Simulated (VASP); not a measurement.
## TaN: single point with PBEsol+U

The system is TaN.

```
Ta N
1.0
     0.00000    2.17900    2.17900
     2.17900    0.00000    2.17900
     4.35800    4.35800    0.00000
Ta N
2 2
Direct
  0.50000 0.50000 0.25000
  0.50000 0.50000 0.75000
  0.00000 0.00000 0.00000
  0.00000 0.00000 0.50000
```

- Program: VASP 6.6.1
- Task: single point
- Functional: PBEsol
- Potentials or basis: VASP PAW PBE potentials, release 64 (Ta_pv, N)
- Cutoff: 520 eV
- k mesh: 9 × 9 × 9
- Occupations: gaussian, width 0.05 eV
- Spin: collinear spin
- Starting moments: [0.5, 0.5, 0.0, 0.0] μB
- Fixed moment: 1 μB
- Hubbard terms: Ta d U = 4.0 eV

```
Pressure                                              : 20.4 GPa
Net moment                                            : 1.00 μB per cell
Site moments                                          : Ta +0.33; N +0.04 μB
Valence electrons inside the program's atomic spheres : Ta 8.91; N 3.80
```

Stress tensor (GPa, compression positive):
```
20.37  0.15 -0.15
 0.15 20.37 -0.15
-0.15 -0.15 20.37
```

Eigenvalues of the final occupation matrices:
| site | spin | trace | eigenvalues |
| --- | --- | --- | --- |
| site 1 d | 1 | 1.37 | 0.21 0.21 0.32 0.32 0.32 |
| site 1 d | 2 | 1.04 | 0.20 0.20 0.21 0.21 0.21 |
| site 2 d | 1 | 1.37 | 0.21 0.21 0.32 0.32 0.32 |
| site 2 d | 2 | 1.04 | 0.20 0.20 0.21 0.21 0.21 |

Run time: 110 s on 1 thread of Intel(R) Xeon(R) 6975P-C (Granite Rapids) (shared host), peak memory 0.28 GiB.

Caveat: the cell stands under pressure; the PAW data sets were made with another functional, which shifts forces and pressure a little; spin-orbit coupling is left out, which moves the levels of the heavy elements; the total moment is fixed, so each spin has its own Fermi level and the state may be an excited one.
